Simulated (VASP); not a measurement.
Input of a VASP 6.6.1 run:

The input INCAR:

```
SYSTEM = Ta2PbO3
  PREC = Accurate
  ENCUT = 520
  EDIFF = 1E-6
  ISMEAR = 0
  SIGMA = 0.1
  LREAL = .FALSE.
  LASPH = .TRUE.
  NELM = 60
  ALGO = Normal
  ISIF = 2
  LWAVE = .FALSE.
  LCHARG = .FALSE.
  GGA = PE
  NBANDS = 36
```

Contents of KPOINTS:

```
regular mesh
0
G
  12 12 4
  0 0 0
```

File POSCAR:

```
Ta2PbO3
1.0
    3.6491118396      0.0000000000      0.0000000000
   -1.8245559198      3.1602235544      0.0000000000
    0.0000000000      0.0000000000      7.6694551208
Ta Pb O
2 1 3
Direct
    0.6666666667      0.3333333333      0.6165882464
    0.3333333333      0.6666666667      0.3834117536
    0.0000000000      0.0000000000      0.0000000000
    0.6666666667      0.3333333333      0.3344605042
    0.3333333333      0.6666666667      0.6655394958
    0.0000000000      0.0000000000      0.5000000000
```

Potentials or basis: VASP PAW PBE potentials, release 64 (Ta_pv, Pb_d, O).

Launch:

```bash
$ cat potpaw_PBE.64/Ta_pv/POTCAR potpaw_PBE.64/Pb_d/POTCAR potpaw_PBE.64/O/POTCAR > POTCAR
$ mpirun -np 1 vasp_std > vasp.out
```

Predict the largest force.

0.061 eV/Å.

Predict the pressure.

0.5 GPa.

What does it give for the band gap on the k mesh?

Zero (bands 27 and 28 overlap by 0.37 eV).

Stress tensor (GPa, compression positive):
```
0.55 0.00 0.00
0.00 0.55 0.00
0.00 0.00 0.36
```

Caveat: spin-orbit coupling is left out, which moves the levels of the heavy elements.
